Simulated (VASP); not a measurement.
Wanted: the native input for a VASP 6.6.1 run.

| Item | Value |
| --- | --- |
| Task | single point |
| Functional | PBE |
| Potentials or basis | VASP PAW PBE potentials, release 64 (Be, Te) |
| Cutoff | 520 eV |
| k mesh | 13 × 13 × 13 |
| Occupations | fermi-dirac, width 0.1 eV |
| Spin | no spin polarisation |
| Dipole correction | no |
| Further INCAR settings | ALGO = Normal; EDIFF = 1e-06; NBANDS = 11 |

The structure of BeTe (zincblende type) lies in POSCAR:

```
BeTe
1.0
    0.0000000000      2.8322687573      2.8322687573
    2.8322687573      0.0000000000      2.8322687573
    2.8322687573      2.8322687573      0.0000000000
Be Te
1 1
Direct
    0.0000000000      0.0000000000      0.0000000000
    0.2500000000      0.2500000000      0.2500000000
```

These files were run (other wordings do the same):

INCAR

```
ALGO = Normal ; EDIFF = 1E-6
ENCUT = 520 ; GGA = PE
ISIF = 2 ; ISMEAR = -1
LASPH = True ; LCHARG = False
LREAL = False ; LWAVE = False
NBANDS = 11 ; NELM = 100
PREC = Accurate ; SIGMA = 0.1
```

KPOINTS

```
k-points
0
Gamma
  13 13 13
```

Potentials or basis: VASP PAW PBE potentials, release 64 (Be, Te).

Command:

```bash
$ cat potpaw_PBE.64/Be/POTCAR potpaw_PBE.64/Te/POTCAR > POTCAR
$ mpirun -np 1 vasp_std > vasp.out
```

It gave:

```
Pressure               : 0.1 GPa
Band gap on the k mesh : 2.03 eV, indirect (least direct gap 3.62 eV)
```

Caveat: spin-orbit coupling is left out, which moves the levels of the heavy elements.

Run time: 36 s on 1 thread of Intel(R) Xeon(R) Platinum 8259CL CPU @ 2.50GHz (Skylake/Cascade Lake), on a shared host, peak memory 0.19 GiB.
